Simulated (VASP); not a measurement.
# Cs2Au (F-43m) in VASP: relaxation of cell and atoms with PBE

Aim: the relaxation of cell and atoms of Cs2Au with PBE.

Program: VASP 6.6.1. These are calculated values, not measurements. Logs are shortened: lines on timing, memory, paths and dates and some standing lists are left out, and cuts for length are marked.

## (1) The cell of the first run

It takes space group F-43m (No. 216, cubic). Conventional cell: a = 8.060 Å, b = 8.060 Å, c = 8.060 Å, α = 90.00°, β = 90.00°, γ = 90.00°. Cs (site symmetry -43m) has 4 Cs at 3.49 Å and 4 Au at 3.49 Å within 4.6 Å. Within 4.6 Å of Cs (site symmetry -43m) lie 4 Cs at 3.49 Å and 6 Au at 4.03 Å. Au (site symmetry -43m) has 10 Cs at 3.49 to 4.03 Å within 4.6 Å.

The cell was generated, and may not be a known phase.

## (2) Relaxation of cell and atoms, PBE

The input, INCAR:

```
PREC = Accurate
ENCUT = 540
EDIFF = 1E-7
ISMEAR = 0
SIGMA = 0.1
LREAL = F
LASPH = T
NELM = 120
ALGO = Normal
ISIF = 3
LWAVE = F
LCHARG = F
GGA = PE
IBRION = 2
NSW = 90
EDIFFG = -0.04
GGA_COMPAT = F
NELMIN = 4
```

The input, KPOINTS:

```
regular mesh
0
Gamma
  4 4 4
```

The input, POSCAR:

```
Cs2Au
1.0
    0.0000000000      4.0300062500      4.0300062500
    4.0300062500      0.0000000000      4.0300062500
    4.0300062500      4.0300062500      0.0000000000
Cs Au
2 1
Direct
    0.0000000000      0.0000000000      0.0000000000
    0.2500000000      0.2500000000      0.2500000000
    0.7500000000      0.7500000000      0.7500000000
```

Potentials or basis: VASP PAW PBE potentials, release 64 (Cs_sv, Au_sv_GW).

Launch:

```console
$ cat potpaw_PBE.64/Cs_sv/POTCAR potpaw_PBE.64/Au_sv_GW/POTCAR > POTCAR
$ mpirun -np 1 vasp_std > vasp.out
```

OUTCAR:

```text
PREC = Accurate
   ENCUT = 540
   EDIFF = 1E-7
   ISMEAR = 0
   LREAL = F
   LASPH = T
   NELM = 120
   ISIF = 3
   GGA = PE
   IBRION = 2
   NSW = 90
   EDIFFG = -0.04
   NELMIN = 4

 ion  position               nearest neighbor table
   1  0.000  0.000  0.000-
   2  0.250  0.250  0.250-
   3  0.750  0.750  0.750-

  LATTYP: Found a face centered cubic cell.
 ALAT       =     8.0600125000

  Lattice vectors:

 A1 = (   0.0000000000,   4.0300062500,   4.0300062500)
 A2 = (   4.0300062500,   0.0000000000,   4.0300062500)
 A3 = (   4.0300062500,   4.0300062500,   0.0000000000)

Analysis of symmetry for initial positions (statically):
=====================================================================
 Subroutine PRICEL returns:
 Original cell was already a primitive cell.

 Routine SETGRP: Setting up the symmetry group for a
 face centered cubic supercell.

 Subroutine GETGRP returns: Found 24 space group operations
 (whereof 24 operations were pure point group operations)
 out of a pool of 48 trial point group operations.

The static configuration has the point symmetry T_d .

Analysis of symmetry for dynamics (positions and initial velocities):
=====================================================================
 Subroutine PRICEL returns:
 Original cell was already a primitive cell.

 Routine SETGRP: Setting up the symmetry group for a
 face centered cubic supercell.

 Subroutine GETGRP returns: Found 24 space group operations
 (whereof 24 operations were pure point group operations)
 out of a pool of 48 trial point group operations.

The dynamic configuration has the point symmetry T_d .

 Subroutine INISYM returns: Found 24 space group operations
 (whereof 24 operations are pure point group operations),
 and found     1 'primitive' translations

----------------------------------------------------------------------------------------

                                     Primitive cell

  volume of cell :     130.9023

  direct lattice vectors                    reciprocal lattice vectors
     0.000000000  4.030006250  4.030006250    -0.124069286  0.124069286  0.124069286
     4.030006250  0.000000000  4.030006250     0.124069286 -0.124069286  0.124069286
     4.030006250  4.030006250  0.000000000     0.124069286  0.124069286 -0.124069286

  length of vectors
     5.699289495  5.699289495  5.699289495     0.214894308  0.214894308  0.214894308

  position of ions in fractional coordinates (direct lattice)
     0.000000000  0.000000000  0.000000000
     0.250000000  0.250000000  0.250000000
     0.750000000  0.750000000  0.750000000

  ion indices of the primitive-cell ions
   primitive index   ion index
                 1           1
                 2           2
                 3           3

----------------------------------------------------------------------------------------

 KPOINTS: regular mesh

Automatic generation of k-mesh.
 Grid dimensions read from file:
 generate k-points for:    4    4    4

 Generating k-lattice:

  Cartesian coordinates                     Fractional coordinates (reciprocal lattice)
    -0.031017322  0.031017322  0.031017322     0.250000000  0.000000000  0.000000000
     0.031017322 -0.031017322  0.031017322     0.000000000  0.250000000  0.000000000
     0.031017322  0.031017322 -0.031017322     0.000000000  0.000000000  0.250000000

  Length of vectors
     0.053723577  0.053723577  0.053723577

  Shift w.r.t. Gamma in fractional coordinates (k-lattice)
     0.000000000  0.000000000  0.000000000

 Subroutine IBZKPT returns following result:
 ===========================================

 Found      8 irreducible k-points:

 Following reciprocal coordinates:
            Coordinates               Weight
  0.000000  0.000000  0.000000      1.000000
  0.250000  0.000000  0.000000      8.000000
  0.500000  0.000000  0.000000      4.000000
  0.250000  0.250000  0.000000      6.000000
  0.500000  0.250000  0.000000     24.000000
 -0.250000  0.250000  0.000000     12.000000
  0.500000  0.500000  0.000000      3.000000
 -0.250000  0.500000  0.250000      6.000000
   k-points           NKPTS =      8   k-points in BZ     NKDIM =      8   number of bands    NBANDS=     22
   number of dos      NEDOS =    301   number of ions     NIONS =      3
   total plane-waves  NPLWV = 110592
   dimension x,y,z NGX =    48 NGY =   48 NGZ =   48
   dimension x,y,z NGXF=    96 NGYF=   96 NGZF=   96
   ions per type =               2   1
   NGX,Y,Z   is equivalent  to a cutoff of  14.00, 14.00, 14.00 a.u.
   NGXF,Y,Z  is equivalent  to a cutoff of  28.00, 28.00, 28.00 a.u.
 SYSTEM =  unknown system
   PREC   = accura    normal or accurate (medium, high low for compatibility)
   ISTART =      0    job   : 0-new  1-cont  2-samecut
   ICHARG =      2    charge: 1-file 2-atom 10-const
   ISPIN  =      1    spin polarized calculation?
   LNONCOLLINEAR =      F non collinear calculations
   LSORBIT =      F    spin-orbit coupling
   LASPH  =      T    aspherical Exc in radial PAW
   ENCUT  =  540.0 eV  39.69 Ry    6.30 a.u.  10.80 10.80 10.80*2*pi/ulx,y,z
   NELM   =    120;   NELMIN=  4; NELMDL= -5     # of ELM steps
   EDIFF  = 0.1E-06   stopping-criterion for ELM
   LREAL  =      F    real-space projection
   EDIFFG = -.4E-01   stopping-criterion for IOM
   NSW    =     90    number of steps for IOM
   IBRION =      2    ionic relax: 0-MD 1-quasi-New 2-CG
   NFREE  =      1    steps in history (QN), initial steepest desc. (CG)
   ISIF   =      3    stress and relaxation
   ISYM   =      2    0-nonsym 1-usesym 2-fastsym
   POTIM  = 0.5000    time-step for ionic-motion
   TEBEG  =    0.0;   TEEND  =   0.0 temperature during run
   PSTRESS=    0.0 pullay stress
   NELECT =      37.0000    total number of electrons
   NUPDOWN=      -1.0000    fix difference up-down
   EMIN   =  10.00;   EMAX   =-10.00  energy-range for DOS
   EFERMI =   0.00;   METHOD = LEGACY
   ISMEAR =     0;   SIGMA  =   0.10  broadening in eV -4-tet -1-fermi 0-gaus
   EFERMI_NEDOS =   21; number of points for ismear=-14 and -15
   IALGO  =     38    algorithm
   IMIX   =      4    mixing-type and parameters
     AMIX     =   0.40;   BMIX     =  1.00
     AMIX_MAG =   1.60;   BMIX_MAG =  1.00
  volume/ion in A,a.u.               =      43.63       294.46
  Fermi-wavevector in a.u.,A,eV,Ry     =   1.074384  2.030292 15.705230  1.154302
  Thomas-Fermi vector in A             =   2.210211
   LORBIT       =      0    0 simple, 1 ext, 2 COOP (PROOUT), +10 PAW based schemes
   GGA     = PE    functional components
   LHFCALC =     F    Hartree Fock is set to
   AEXX    =    0.0000 exact exchange contribution
   IVDW    =     0    specifies the selected vdW correction
   LEPSILON=     F    determine dielectric tensor
   LRPA    =     F    only Hartree local field effects (RPA)
 conjugate gradient relaxation of ions
 non-spin polarized calculation
 Gauss-broadening in eV      SIGMA  =   0.10
  energy-cutoff  :      540.00
  volume of cell :      130.90
 maximum number of plane-waves:      3750
 NGX is ok and might be reduce to    48
   NGX = 21   NGY = 21   NGZ = 21

--------------------------------------- Ionic step        1  -------------------------------------------

 number of electron      36.9999995 magnetization

 Free energy of the ion-electron system (eV)
  ---------------------------------------------------
  ext. energy  EPLUGINS =         0.00000000
  ---------------------------------------------------
  free energy    TOTEN  =        -4.02904649 eV

  energy without entropy =       -4.00205892  energy(sigma->0) =       -4.01555271

------------------------ aborting loop because EDIFF is reached ----------------------------------------

  FORCE on cell =-STRESS in cart. coord.  units (eV):
  Direction    XX          YY          ZZ          XY          YZ          ZX
  --------------------------------------------------------------------------------------
  -------------------------------------------------------------------------------------
  Total        1.9978069      1.9978069      1.9978069     -0.0000000      0.0000000      0.0000000
  in kB       24.4521434     24.4521434     24.4521434     -0.0000000      0.0000000      0.0000000
  external PRESSURE =      24.4521434 kB  Pullay stress =       0.0000000 kB

 VOLUME and BASIS-vectors are now :
 -----------------------------------------------------------------------------
  energy-cutoff  :      540.00
  volume of cell :      130.90
      direct lattice vectors                 reciprocal lattice vectors
     0.000000000  4.030006250  4.030006250    -0.124069286  0.124069286  0.124069286
     4.030006250  0.000000000  4.030006250     0.124069286 -0.124069286  0.124069286
     4.030006250  4.030006250  0.000000000     0.124069286  0.124069286 -0.124069286
[... 75 lines left out ...]
 POSITION                                       TOTAL-FORCE (eV/Angst)
 -----------------------------------------------------------------------------------
      0.00000      0.00000      0.00000         0.000000      0.000000      0.000000
      2.16501      2.16501      2.16501         0.000000      0.000000      0.000000
      6.49504      6.49504      6.49504        -0.000000     -0.000000     -0.000000
 -----------------------------------------------------------------------------------
    total drift:                               -0.000000     -0.000000     -0.000000

  FREE ENERGIE OF THE ION-ELECTRON SYSTEM (eV)
  ---------------------------------------------------
  free  energy   TOTEN  =        -4.1868008266 eV

  energy  without entropy=       -4.1550555229  energy(sigma->0) =       -4.17092817

--------------------------------------- Ionic step        4  -------------------------------------------

 number of electron      37.0000005 magnetization

 Free energy of the ion-electron system (eV)
  ---------------------------------------------------
  ext. energy  EPLUGINS =         0.00000000
  ---------------------------------------------------
  free energy    TOTEN  =        -4.19235041 eV

  energy without entropy =       -4.16203296  energy(sigma->0) =       -4.17719169

 E-fermi :   2.4187     XC(G=0):  -7.5014

 val. band max:        2.4179265814   @ k =   0.5000   0.5000   0.0000
 cond. band min:       2.4369113441   @ k =  -0.2500   0.5000   0.2500
 fundamental gap:      0.0189847627
 Fermi energy:         2.4186931348

 k-point     1 :       0.0000    0.0000    0.0000
  band No.  band energies     occupation
      1    -102.8071      2.00000
      2     -54.1318      2.00000
      3     -54.1318      2.00000
      4     -54.1318      2.00000
      5     -21.6958      2.00000
      6     -21.1938      2.00000
[... 14 lines left out ...]
     21       3.8776      0.00000
     22       4.2294      0.00000
[... 195 lines left out ...]
 POSITION                                       TOTAL-FORCE (eV/Angst)
 -----------------------------------------------------------------------------------
      0.00000      0.00000      0.00000        -0.000000      0.000000      0.000000
      2.14209      2.14209      2.14209         0.000000      0.000000      0.000000
      6.42628      6.42628      6.42628        -0.000000     -0.000000     -0.000000
 -----------------------------------------------------------------------------------
    total drift:                               -0.000000     -0.000000     -0.000000

  FREE ENERGIE OF THE ION-ELECTRON SYSTEM (eV)
  ---------------------------------------------------
  free  energy   TOTEN  =        -4.1923504121 eV

  energy  without entropy=       -4.1620329588  energy(sigma->0) =       -4.17719169

 reached required accuracy - stopping structural energy minimisation
```

It took 85 s on 1 thread of Intel Xeon 6975P-C (Granite Rapids), shared host; peak memory 0.34 GiB.

What came out:

- Free energy: -4.1924 eV
- Relaxed volume: 52.42 Å³/atom
- Relaxed cell: a = 6.059 Å, b = 6.059 Å, c = 6.059 Å, α = 60.00°, β = 60.00°, γ = 60.00°
- Space group after relaxing (to 0.1 Å): F-43m (No. 216)
- Energy gained by relaxing: 54.4 meV/atom
- Ionic steps: 4
- Pressure after relaxing: 0.0 GPa
- Band gap on the k mesh: zero (an odd number of electrons rules out a gap without spin polarisation)

The path:
```
step  energy change (eV)  largest force (eV/Å)  pressure (GPa)  volume (Å³)
   1              0.0000                0.0000            2.45       130.90
   2             -0.1313                0.0000            0.90       143.93
   3             -0.1578                0.0000           -0.29       162.37
   4             -0.1633                0.0000           -0.05       157.27
```

Final structure:
```
Cs Au
1.0
     0.00000    4.28418    4.28418
     4.28418    0.00000    4.28418
     4.28418    4.28418    0.00000
Cs Au
2 1
Direct
  0.00000 0.00000 0.00000
  0.25000 0.25000 0.25000
  0.75000 0.75000 0.75000
```

Caveat: the volume moved by over 15 % at a fixed basis, so the end points are rough; spin-orbit coupling is left out, which moves the levels of the heavy elements.
